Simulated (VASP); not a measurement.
Set up this calculation in VASP 6.6.1, as the native input.

| Quantity | Value |
| --- | --- |
| Task | single point |
| Functional | PBE |
| Potentials or basis | VASP PAW PBE potentials, release 64 (Ca_sv, H) |
| Cutoff | 520 eV |
| k mesh | 6 × 6 × 6 |
| Occupations | gaussian, width 0.1 eV |
| Spin | no spin polarisation |
| Dipole correction | no |
| Further INCAR settings | ALGO = Normal; EDIFF = 1e-06; NBANDS = 24 |

The structure of Ca3H lies in POSCAR:

```
Ca3H
1.0
   -2.1683824204      2.1683824204      4.8436594325
    2.1683824204     -2.1683824204      4.8436594325
    2.1683824204      2.1683824204     -4.8436594325
Ca H
3 1
Direct
    0.5000000000      0.5000000000      0.0000000000
    0.2500000000      0.7500000000      0.5000000000
    0.7500000000      0.2500000000      0.5000000000
    0.0000000000      0.0000000000      0.0000000000
```

One way to write it, as run:

INCAR

```
PREC = Accurate
ENCUT = 520
EDIFF = 1E-6
ISMEAR = 0
SIGMA = 0.1
LREAL = False
LASPH = True
NELM = 100
ALGO = Normal
ISIF = 2
LWAVE = False
LCHARG = False
GGA = PE
NBANDS = 24
```

KPOINTS

```
Automatic mesh
0
Gamma
  6 6 6
```

Potentials or basis: VASP PAW PBE potentials, release 64 (Ca_sv, H).

Launch:

```console
$ cat potpaw_PBE.64/Ca_sv/POTCAR potpaw_PBE.64/H/POTCAR > POTCAR
$ mpirun -np 1 vasp_std > vasp.out
```

Results of the run:

```json
{
 "Pressure": "11.8 GPa"
}
```

Wall time 88 s on 1 thread of Intel(R) Xeon(R) Platinum 8375C CPU @ 2.90GHz (Ice Lake) (shared host), peak memory 0.34 GiB.
